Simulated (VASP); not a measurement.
# MgRe3 (I4mm) in VASP: further runs

The runs below take MgRe3 through single point, with PBE.

All numbers are computed with VASP 6.6.1; they aren't measurements. Logs are shortened: lines on timing, memory, paths and dates and some standing lists are left out, and cuts for length are marked.

### 1 The cell of the first run

It takes space group I4mm (No. 107, tetragonal). Conventional cell: a = 4.402 Å, b = 4.402 Å, c = 6.226 Å, α = 90.00°, β = 90.00°, γ = 90.00°. Within 3.4 Å of Mg (site symmetry 4mm) lie 14 Re at 2.59 to 3.31 Å. Re (site symmetry 2mm) has 4 Mg at 2.59 to 2.82 Å and 10 Re at 2.70 to 3.11 Å within 3.4 Å. Re (site symmetry 4mm) has 8 Re at 2.70 Å and 6 Mg at 2.91 to 3.31 Å within 3.6 Å.

### 2 Single point, PBE (all Mg atoms moved -0.200 Å, as atom 1 along Cartesian [0 1 0])

Contents of INCAR:

```
SYSTEM = MgRe3
PREC = Accurate
ENCUT = 520
EDIFF = 1E-7
ISMEAR = 0
SIGMA = 0.15
LREAL = .FALSE.
LASPH = .TRUE.
NELM = 100
ALGO = Normal
ISIF = 2
LWAVE = .FALSE.
LCHARG = .TRUE.
GGA = PE
LELF = .TRUE.
LVHAR = .TRUE.
NBANDS = 20
```

Contents of KPOINTS:

```
regular mesh
0
G
  14 14 14
  0 0 0
```

Contents of POSCAR:

```
MgRe3
1.0
    0.0000000000      3.1128587139      3.1128587139
    3.1128587139      0.0000000000      3.1128587139
    3.1128587139      3.1128587139      0.0000000000
Mg Re
1 3
Direct
   -0.0321248117      0.0321248117     -0.0321248117
    0.2500000000      0.2500000000      0.2500000000
    0.5000000000      0.5000000000      0.5000000000
    0.7500000000      0.7500000000      0.7500000000
```

Potentials or basis: VASP PAW PBE potentials, release 64 (Mg, Re).

Launch:

```
> cat potpaw_PBE.64/Mg/POTCAR potpaw_PBE.64/Re/POTCAR > POTCAR
> mpirun -np 1 vasp_std > vasp.out
```

OUTCAR:

```text
SYSTEM = MgRe3
   PREC = Accurate
   ENCUT = 520
   EDIFF = 1E-7
   ISMEAR = 0
   LREAL = .FALSE.
   LASPH = .TRUE.
   NELM = 100
   ISIF = 2
   GGA = PE

 ion  position               nearest neighbor table
   1  0.968  0.032  0.968-   4 2.59   4 2.59   2 2.59   2 2.59   4 2.82   2 2.82   4 2.82   2 2.82
                             3 2.91   3 3.12   3 3.12   3 3.12   3 3.12   3 3.31
   2  0.250  0.250  0.250-   1 2.59   1 2.59   3 2.70   3 2.70   3 2.70   3 2.70   1 2.82   1 2.82
                             4 3.11   4 3.11   4 3.11   4 3.11   4 3.11   4 3.11
   3  0.500  0.500  0.500-   2 2.70   2 2.70   2 2.70   2 2.70   4 2.70   4 2.70   4 2.70   4 2.70
                             1 2.91   1 3.12   1 3.12   1 3.12   1 3.12   1 3.31
   4  0.750  0.750  0.750-   1 2.59   1 2.59   3 2.70   3 2.70   3 2.70   3 2.70   1 2.82   1 2.82
                             2 3.11   2 3.11   2 3.11   2 3.11   2 3.11   2 3.11

  LATTYP: Found a face centered cubic cell.
 ALAT       =     6.2257174278

  Lattice vectors:

 A1 = (   0.0000000000,   3.1128587139,   3.1128587139)
 A2 = (   3.1128587139,   0.0000000000,   3.1128587139)
 A3 = (   3.1128587139,   3.1128587139,   0.0000000000)

Analysis of symmetry for initial positions (statically):
=====================================================================
 Subroutine PRICEL returns:
 Original cell was already a primitive cell.

 Routine SETGRP: Setting up the symmetry group for a
 face centered cubic supercell.

 Subroutine GETGRP returns: Found  8 space group operations
 (whereof  8 operations were pure point group operations)
 out of a pool of 48 trial point group operations.

The static configuration has the point symmetry C_4v.

Analysis of symmetry for dynamics (positions and initial velocities):
=====================================================================
 Subroutine PRICEL returns:
 Original cell was already a primitive cell.

 Routine SETGRP: Setting up the symmetry group for a
 face centered cubic supercell.

 Subroutine GETGRP returns: Found  8 space group operations
 (whereof  8 operations were pure point group operations)
 out of a pool of 48 trial point group operations.

The dynamic configuration has the point symmetry C_4v.

 Subroutine INISYM returns: Found  8 space group operations
 (whereof  8 operations are pure point group operations),
 and found     1 'primitive' translations

----------------------------------------------------------------------------------------

                                     Primitive cell

  volume of cell :      60.3265
[... 90 lines left out ...]
   LASPH  =      T    aspherical Exc in radial PAW
   ENCUT  =  520.0 eV  38.22 Ry    6.18 a.u.   8.19  8.19  8.19*2*pi/ulx,y,z
   NELM   =    100;   NELMIN=  2; NELMDL= -5     # of ELM steps
   EDIFF  = 0.1E-06   stopping-criterion for ELM
   LREAL  =      F    real-space projection
   EDIFFG = 0.1E-05   stopping-criterion for IOM
   NSW    =      0    number of steps for IOM
   IBRION =     -1    ionic relax: 0-MD 1-quasi-New 2-CG
   NFREE  =      0    steps in history (QN), initial steepest desc. (CG)
   ISIF   =      2    stress and relaxation
   ISYM   =      2    0-nonsym 1-usesym 2-fastsym
   POTIM  = 0.5000    time-step for ionic-motion
   TEBEG  =    0.0;   TEEND  =   0.0 temperature during run
   PSTRESS=    0.0 pullay stress
   NELECT =      23.0000    total number of electrons
   NUPDOWN=      -1.0000    fix difference up-down
   EMIN   =  10.00;   EMAX   =-10.00  energy-range for DOS
   EFERMI =   0.00;   METHOD = LEGACY
   ISMEAR =     0;   SIGMA  =   0.15  broadening in eV -4-tet -1-fermi 0-gaus
   EFERMI_NEDOS =   21; number of points for ismear=-14 and -15
   IALGO  =     38    algorithm
   IMIX   =      4    mixing-type and parameters
     AMIX     =   0.40;   BMIX     =  1.00
     AMIX_MAG =   1.60;   BMIX_MAG =  1.00
  volume/ion in A,a.u.               =      15.08       101.78
  Fermi-wavevector in a.u.,A,eV,Ry     =   1.187084  2.243263 19.172893  1.409168
  Thomas-Fermi vector in A             =   2.323243
   LORBIT       =      0    0 simple, 1 ext, 2 COOP (PROOUT), +10 PAW based schemes
   GGA     = PE    functional components
   LHFCALC =     F    Hartree Fock is set to
   AEXX    =    0.0000 exact exchange contribution
   IVDW    =     0    specifies the selected vdW correction
   LEPSILON=     F    determine dielectric tensor
   LRPA    =     F    only Hartree local field effects (RPA)
 non-spin polarized calculation
 Gauss-broadening in eV      SIGMA  =   0.15
  energy-cutoff  :      520.00
  volume of cell :       60.33
 maximum number of plane-waves:      1641
 NGX is ok and might be reduce to    36
   NGX = 17   NGY = 17   NGZ = 17

 number of electron      22.9999998 magnetization

 Free energy of the ion-electron system (eV)
  ---------------------------------------------------
  ext. energy  EPLUGINS =         0.00000000
  ---------------------------------------------------
  free energy    TOTEN  =       -37.51066978 eV

  energy without entropy =      -37.47969561  energy(sigma->0) =      -37.49518269

 E-fermi :   6.9362     XC(G=0): -12.7043

 val. band max:        6.9312797090   @ k =   0.1429   0.0714   0.3571
 cond. band min:       6.9429272200   @ k =   0.5000   0.4286   0.0000
 fundamental gap:      0.0116475111
 Fermi energy:         6.9361781197

 k-point     1 :       0.0000    0.0000    0.0000
  band No.  band energies     occupation
      1      -2.5350      2.00000
      2       1.8462      2.00000
      3       1.8612      2.00000
      4       3.2575      2.00000
      5       3.2575      2.00000
      6       3.2714      2.00000
[... 541 lines left out ...]
     19      13.8475      0.00000
     20      14.2164      0.00000

 [... further k-points ...]
[... 5 lines left out ...]
  --------------------------------------------------------------------------------------
  -------------------------------------------------------------------------------------
  Total        0.3476225      0.0857393      0.3476225      0.0000000      0.0000000     -0.0000000
  in kB        9.2323081      2.2771003      9.2323081      0.0000000      0.0000000     -0.0000000
  external PRESSURE =       6.9139055 kB  Pullay stress =       0.0000000 kB

 VOLUME and BASIS-vectors are now :
 -----------------------------------------------------------------------------
  energy-cutoff  :      520.00
  volume of cell :       60.33
      direct lattice vectors                 reciprocal lattice vectors
     0.000000000  3.112858714  3.112858714    -0.160624058  0.160624058  0.160624058
     3.112858714  0.000000000  3.112858714     0.160624058 -0.160624058  0.160624058
     3.112858714  3.112858714  0.000000000     0.160624058  0.160624058 -0.160624058

 POSITION                                       TOTAL-FORCE (eV/Angst)
 -----------------------------------------------------------------------------------
      3.11286      6.02572      3.11286         0.000000      2.157083      0.000000
      1.55643      1.55643      1.55643         0.000000     -0.880505      0.000000
      3.11286      3.11286      3.11286         0.000000     -0.396072      0.000000
      4.66929      4.66929      4.66929         0.000000     -0.880505      0.000000
 -----------------------------------------------------------------------------------
    total drift:                               -0.000000     -0.000000     -0.000000

  FREE ENERGIE OF THE ION-ELECTRON SYSTEM (eV)
  ---------------------------------------------------
  free  energy   TOTEN  =       -37.5106697789 eV

  energy  without entropy=      -37.4796956054  energy(sigma->0) =      -37.49518269
```

It took 6 min on 1 thread of Intel Xeon Platinum 8259CL at 2.50GHz (Skylake/Cascade Lake), shared host; peak memory 0.41 GiB.

Results:

```
Free energy            : -37.5107 eV
Pressure               : 0.7 GPa
Largest force          : 2.157 eV/Å
Band gap on the k mesh : zero (an odd number of electrons rules out a gap without spin polarisation)
```

Forces in eV/Å, atoms in the order of the input:
```
Mg   0.000  2.157  0.000
Re   0.000 -0.881  0.000
Re   0.000 -0.396  0.000
Re   0.000 -0.881  0.000
```

Stress tensor (GPa, compression positive):
```
0.92 0.00 0.00
0.00 0.23 0.00
0.00 0.00 0.92
```

Levels at points of the mesh, in eV from the Fermi level:
```csv
k point,band 9,band 10,band 11,band 12,band 13,band 14,band 15,band 16
"(0.00, 0.00, 0.00)",-2.88,1.17,1.20,1.20,1.48,1.49,2.48,2.48
"(0.50, 0.00, 0.00)",-2.17,-1.31,-1.11,-1.09,1.36,1.37,1.85,1.85
"(0.50, 0.50, 0.00)",-1.16,-1.13,0.17,0.18,0.86,1.08,1.69,2.22
"(0.50, 0.00, 0.50)",-1.14,-1.14,0.15,0.15,0.84,1.10,1.66,2.25
```

Caveat: the cell differs from its parent crystal (all Mg atoms moved -0.200 Å, as atom 1 along Cartesian [0 1 0]); spin-orbit coupling is left out, which moves the levels of the heavy elements; forces of over 1 eV/Å act on the atoms, so gaps and moduli don't describe the material at rest.

### 3 Single point, PBE (all Mg atoms moved +0.150 Å, as atom 1 along Cartesian [0 1 0])

Contents of INCAR:

```
PREC = Accurate
ENCUT = 520
EDIFF = 1E-6
ISMEAR = 0
SIGMA = 0.15
LREAL = False
LASPH = True
NELM = 100
ALGO = Normal
ISIF = 2
LWAVE = False
LCHARG = False
GGA = PE
NBANDS = 20
```

Contents of KPOINTS:

```
Automatic mesh
0
Gamma
  14 14 14
```

Changes to POSCAR since step 2:

```diff
@@ -8,3 +8,3 @@
 Direct
-   -0.0321248117      0.0321248117     -0.0321248117
+    0.0240936088     -0.0240936088      0.0240936088
     0.2500000000      0.2500000000      0.2500000000
```

Potentials or basis: VASP PAW PBE potentials, release 64 (Mg, Re).

Launch:

```
> cat potpaw_PBE.64/Mg/POTCAR potpaw_PBE.64/Re/POTCAR > POTCAR
> mpirun -np 1 vasp_std > vasp.out
```

It took 5.7 min on 1 thread of Intel Xeon Platinum 8259CL at 2.50GHz (Skylake/Cascade Lake), shared host; peak memory 0.42 GiB.

It converged, with:

* Free energy: -37.6049 eV
* Pressure: 0.1 GPa
* Largest force: 1.614 eV/Å
* Band gap on the k mesh: zero (an odd number of electrons rules out a gap without spin polarisation)

Forces in eV/Å, atoms in the order of the input:
```
Mg   0.000 -1.614  0.000
Re   0.000  0.666  0.000
Re   0.000  0.282  0.000
Re   0.000  0.666  0.000
```

Stress tensor (GPa, compression positive):
```
 0.24  0.00  0.00
 0.00 -0.15  0.00
 0.00  0.00  0.24
```

Levels at points of the mesh, in eV from the Fermi level:
```
           k point  band 9  band 10  band 11  band 12  band 13  band 14  band 15  band 16
(0.00, 0.00, 0.00)   -2.89     1.18     1.20     1.20     1.49     1.49     2.48     2.48
(0.50, 0.00, 0.00)   -2.17    -1.31    -1.10    -1.09     1.37     1.37     1.85     1.85
(0.50, 0.50, 0.00)   -1.16    -1.14     0.16     0.17     0.87     1.09     1.69     2.23
(0.50, 0.00, 0.50)   -1.14    -1.14     0.15     0.15     0.85     1.09     1.67     2.24
```

Caveat: the cell differs from its parent crystal (all Mg atoms moved +0.150 Å, as atom 1 along Cartesian [0 1 0]); spin-orbit coupling is left out, which moves the levels of the heavy elements; forces of over 1 eV/Å act on the atoms, so gaps and moduli don't describe the material at rest.
